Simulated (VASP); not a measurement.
# ZnCu (Pm-3m) in VASP: notebook

The runs below take ZnCu through single point, with PBE.

All numbers are computed with VASP 6.6.1; they aren't measurements. Logs are shortened: lines on timing, memory, paths and dates and some standing lists are left out, and cuts for length are marked.

## Step 1: The cell of the first run

The structure is cubic, space group Pm-3m (No. 221). Conventional cell: a = 2.895 Å, b = 2.895 Å, c = 2.895 Å, α = 90.00°, β = 90.00°, γ = 90.00°. Within 3.3 Å of Zn (site symmetry m-3m) lie 8 Cu at 2.51 Å and 6 Zn at 2.90 Å. Cu (site symmetry m-3m) has 8 Zn at 2.51 Å and 6 Cu at 2.90 Å within 3.3 Å.

## Step 2: Single point, PBE

INCAR reads:

```
PREC = Accurate ; ENCUT = 520
EDIFF = 1E-6 ; ISMEAR = 0
SIGMA = 0.1 ; LREAL = False
LASPH = True ; NELM = 100
ALGO = Normal ; ISIF = 2
LWAVE = False ; LCHARG = False
GGA = PE ; NBANDS = 18
```

KPOINTS reads:

```
regular mesh
0
Gamma
  8 8 8
```

POSCAR reads:

```
ZnCu
1.0
    2.8950751010      0.0000000000      0.0000000000
    0.0000000000      2.8950751010      0.0000000000
    0.0000000000      0.0000000000      2.8950751010
Zn Cu
1 1
Direct
    0.5000000000      0.5000000000      0.5000000000
    0.0000000000      0.0000000000      0.0000000000
```

Potentials or basis: VASP PAW PBE potentials, release 64 (Zn, Cu).

Started as:

```sh
> cat potpaw_PBE.64/Zn/POTCAR potpaw_PBE.64/Cu/POTCAR > POTCAR
> mpirun -np 1 vasp_std > vasp.out
```

OUTCAR:

```text
PREC = Accurate
   ENCUT = 520
   EDIFF = 1E-6
   ISMEAR = 0
   LREAL = False
   LASPH = True
   NELM = 100
   ISIF = 2
   GGA = PE

 ion  position               nearest neighbor table
   1  0.500  0.500  0.500-   2 2.51   2 2.51   2 2.51   2 2.51   2 2.51   2 2.51   2 2.51   2 2.51

   2  0.000  0.000  0.000-   1 2.51   1 2.51   1 2.51   1 2.51   1 2.51   1 2.51   1 2.51   1 2.51

  LATTYP: Found a simple cubic cell.
 ALAT       =     2.8950751010

  Lattice vectors:

 A1 = (   2.8950751010,   0.0000000000,   0.0000000000)
 A2 = (   0.0000000000,   2.8950751010,   0.0000000000)
 A3 = (   0.0000000000,   0.0000000000,   2.8950751010)

Analysis of symmetry for initial positions (statically):
=====================================================================
 Subroutine PRICEL returns:
 Original cell was already a primitive cell.

 Routine SETGRP: Setting up the symmetry group for a
 simple cubic supercell.

 Subroutine GETGRP returns: Found 48 space group operations
 (whereof 48 operations were pure point group operations)
 out of a pool of 48 trial point group operations.

The static configuration has the point symmetry O_h .

Analysis of symmetry for dynamics (positions and initial velocities):
=====================================================================
 Subroutine PRICEL returns:
 Original cell was already a primitive cell.

 Routine SETGRP: Setting up the symmetry group for a
 simple cubic supercell.

 Subroutine GETGRP returns: Found 48 space group operations
 (whereof 48 operations were pure point group operations)
 out of a pool of 48 trial point group operations.

The dynamic configuration has the point symmetry O_h .

 Subroutine INISYM returns: Found 48 space group operations
 (whereof 48 operations are pure point group operations),
 and found     1 'primitive' translations

----------------------------------------------------------------------------------------

                                     Primitive cell

  volume of cell :      24.2650

  direct lattice vectors                    reciprocal lattice vectors
     2.895075101  0.000000000  0.000000000     0.345414183  0.000000000  0.000000000
     0.000000000  2.895075101  0.000000000     0.000000000  0.345414183  0.000000000
     0.000000000  0.000000000  2.895075101     0.000000000  0.000000000  0.345414183

  length of vectors
[... 74 lines left out ...]
   ISTART =      0    job   : 0-new  1-cont  2-samecut
   ICHARG =      2    charge: 1-file 2-atom 10-const
   ISPIN  =      1    spin polarized calculation?
   LNONCOLLINEAR =      F non collinear calculations
   LSORBIT =      F    spin-orbit coupling
   LASPH  =      T    aspherical Exc in radial PAW
   ENCUT  =  520.0 eV  38.22 Ry    6.18 a.u.   5.38  5.38  5.38*2*pi/ulx,y,z
   NELM   =    100;   NELMIN=  2; NELMDL= -5     # of ELM steps
   EDIFF  = 0.1E-05   stopping-criterion for ELM
   LREAL  =      F    real-space projection
   EDIFFG = 0.1E-04   stopping-criterion for IOM
   NSW    =      0    number of steps for IOM
   IBRION =     -1    ionic relax: 0-MD 1-quasi-New 2-CG
   NFREE  =      0    steps in history (QN), initial steepest desc. (CG)
   ISIF   =      2    stress and relaxation
   ISYM   =      2    0-nonsym 1-usesym 2-fastsym
   POTIM  = 0.5000    time-step for ionic-motion
   TEBEG  =    0.0;   TEEND  =   0.0 temperature during run
   PSTRESS=    0.0 pullay stress
   NELECT =      23.0000    total number of electrons
   NUPDOWN=      -1.0000    fix difference up-down
   EMIN   =  10.00;   EMAX   =-10.00  energy-range for DOS
   EFERMI =   0.00;   METHOD = LEGACY
   ISMEAR =     0;   SIGMA  =   0.10  broadening in eV -4-tet -1-fermi 0-gaus
   EFERMI_NEDOS =   21; number of points for ismear=-14 and -15
   IALGO  =     38    algorithm
   IMIX   =      4    mixing-type and parameters
     AMIX     =   0.40;   BMIX     =  1.00
     AMIX_MAG =   1.60;   BMIX_MAG =  1.00
  volume/ion in A,a.u.               =      12.13        81.87
  Fermi-wavevector in a.u.,A,eV,Ry     =   1.608142  3.038947 35.186289  2.586119
  Thomas-Fermi vector in A             =   2.704058
   LORBIT       =      0    0 simple, 1 ext, 2 COOP (PROOUT), +10 PAW based schemes
   GGA     = PE    functional components
   LHFCALC =     F    Hartree Fock is set to
   AEXX    =    0.0000 exact exchange contribution
   IVDW    =     0    specifies the selected vdW correction
   LEPSILON=     F    determine dielectric tensor
   LRPA    =     F    only Hartree local field effects (RPA)
 non-spin polarized calculation
 Gauss-broadening in eV      SIGMA  =   0.10
  energy-cutoff  :      520.00
  volume of cell :       24.26
 maximum number of plane-waves:       672
 NGX is ok and might be reduce to    24
   NGX = 11   NGY = 11   NGZ = 11

 number of electron      22.9999982 magnetization

 Free energy of the ion-electron system (eV)
  ---------------------------------------------------
  ext. energy  EPLUGINS =         0.00000000
  ---------------------------------------------------
  free energy    TOTEN  =        -4.96494833 eV

  energy without entropy =       -4.96133986  energy(sigma->0) =       -4.96314409

 E-fermi :   5.8009     XC(G=0): -12.6902

 val. band max:        5.7057775049   @ k =   0.3750   0.2500   0.1250
 cond. band min:       5.8780523376   @ k =   0.3750   0.3750   0.1250
 fundamental gap:      0.1722748327
 Fermi energy:         5.8008523286

 k-point     1 :       0.0000    0.0000    0.0000
  band No.  band energies     occupation
      1      -4.6981      2.00000
      2      -1.9828      2.00000
      3      -1.9828      2.00000
      4      -1.1977      2.00000
      5      -1.1977      2.00000
      6      -1.1977      2.00000
[... 481 lines left out ...]
      5      -0.9988      2.00000
      6       1.1126      2.00000
[... 10 lines left out ...]
     17      21.1657      0.00000
     18      22.1007      0.00000

 [... further k-points ...]
[... 5 lines left out ...]
  --------------------------------------------------------------------------------------
  -------------------------------------------------------------------------------------
  Total        1.5962172      1.5962172      1.5962172      0.0000000      0.0000000     -0.0000000
  in kB      105.3957419    105.3957419    105.3957419      0.0000000      0.0000000     -0.0000000
  external PRESSURE =     105.3957419 kB  Pullay stress =       0.0000000 kB

 VOLUME and BASIS-vectors are now :
 -----------------------------------------------------------------------------
  energy-cutoff  :      520.00
  volume of cell :       24.26
      direct lattice vectors                 reciprocal lattice vectors
     2.895075101  0.000000000  0.000000000     0.345414183  0.000000000  0.000000000
     0.000000000  2.895075101  0.000000000     0.000000000  0.345414183  0.000000000
     0.000000000  0.000000000  2.895075101     0.000000000  0.000000000  0.345414183

 POSITION                                       TOTAL-FORCE (eV/Angst)
 -----------------------------------------------------------------------------------
      1.44754      1.44754      1.44754         0.000000      0.000000      0.000000
      0.00000      0.00000      0.00000         0.000000      0.000000      0.000000
 -----------------------------------------------------------------------------------
    total drift:                                0.000000      0.000000     -0.000000

  FREE ENERGIE OF THE ION-ELECTRON SYSTEM (eV)
  ---------------------------------------------------
  free  energy   TOTEN  =        -4.9649483291 eV

  energy  without entropy=       -4.9613398606  energy(sigma->0) =       -4.96314409
```

OSZICAR:

```text
N       E                     dE             d eps       ncg     rms          rms(c)
DAV:   1     0.117371036725E+03    0.11737E+03   -0.11353E+04  1332   0.215E+03
DAV:   2    -0.977438935074E+00   -0.11835E+03   -0.11320E+03  1262   0.306E+02
DAV:   3    -0.604917620341E+01   -0.50717E+01   -0.50363E+01  1400   0.786E+01
DAV:   4    -0.608894413987E+01   -0.39768E-01   -0.39754E-01  1432   0.641E+00
DAV:   5    -0.608949863385E+01   -0.55449E-03   -0.55448E-03  1412   0.781E-01    0.995E+00
DAV:   6    -0.587032914321E+01    0.21917E+00   -0.14247E+01  1338   0.922E+01    0.589E+00
DAV:   7    -0.497780156431E+01    0.89253E+00   -0.31400E+00  1358   0.887E+01    0.249E+00
DAV:   8    -0.497403207275E+01    0.37695E-02   -0.12244E-01  1580   0.438E+00    0.132E+00
DAV:   9    -0.496499923276E+01    0.90328E-02   -0.10140E-02  1480   0.226E+00    0.799E-02
DAV:  10    -0.496496331438E+01    0.35918E-04   -0.90386E-04  1902   0.698E-01    0.504E-02
DAV:  11    -0.496494961353E+01    0.13701E-04   -0.10628E-04  1552   0.303E-01    0.870E-03
DAV:  12    -0.496494856580E+01    0.10477E-05   -0.58036E-06  1394   0.402E-02    0.811E-04
DAV:  13    -0.496494832907E+01    0.23673E-06   -0.25542E-07   696   0.747E-03
   1 F= -.49649483E+01 E0= -.49631441E+01  d E =-.360847E-02
```

Run time: 35 s. Hardware: 1 thread of AMD EPYC 7R13, shared host; peak memory 0.12 GiB.

What came out:

| Item | Value |
| --- | --- |
| Free energy | -4.9649 eV |
| Pressure | 10.5 GPa |

## Step 3: Single point, PBE

This run uses another cell than the first one, of 12.90 Å³/atom, 1.063 times its volume.

INCAR reads:

```
  PREC = Accurate
  ENCUT = 520
  EDIFF = 1E-6
  ISMEAR = 0
  SIGMA = 0.1
  LREAL = F
  LASPH = T
  NELM = 100
  ALGO = Normal
  ISIF = 2
  LWAVE = F
  LCHARG = F
  GGA = PE
  NBANDS = 18
```

KPOINTS reads:

```
Automatic mesh
0
Gamma
  8 8 8
```

POSCAR reads:

```
ZnCu
1.0
    2.9547841250      0.0000000000      0.0000000000
    0.0000000000      2.9547841250      0.0000000000
    0.0000000000      0.0000000000      2.9547841250
Zn Cu
1 1
Direct
    0.5000000000      0.5000000000      0.5000000000
    0.0000000000      0.0000000000      0.0000000000
```

Potentials or basis: VASP PAW PBE potentials, release 64 (Zn, Cu).

Started as:

```sh
> cat potpaw_PBE.64/Zn/POTCAR potpaw_PBE.64/Cu/POTCAR > POTCAR
> mpirun -np 1 vasp_std > vasp.out
```

Wall time 33 s (1 thread of AMD EPYC 7R13, shared host); peak memory 0.12 GiB.

It converged, with:

- Free energy: -5.0231 eV
- Pressure: 1.9 GPa

Levels at points of the mesh, in eV from the Fermi level:
| k point | band 8 | band 9 | band 10 | band 11 | band 12 | band 13 | band 14 | band 15 |
| --- | --- | --- | --- | --- | --- | --- | --- | --- |
| (0.00, 0.00, 0.00) | -3.30 | -2.46 | -2.46 | -2.46 | 6.43 | 6.43 | 6.43 | 11.43 |
| (0.50, 0.00, 0.00) | -3.41 | -3.00 | -3.00 | -2.53 | -1.75 | 11.86 | 11.86 | 12.50 |
| (0.50, 0.50, 0.00) | -2.61 | -2.61 | -2.23 | -1.62 | -1.62 | 1.96 | 2.31 | 14.06 |
| (0.50, 0.50, 0.50) | -4.00 | -2.21 | -2.21 | 4.02 | 4.56 | 4.56 | 4.56 | 4.72 |
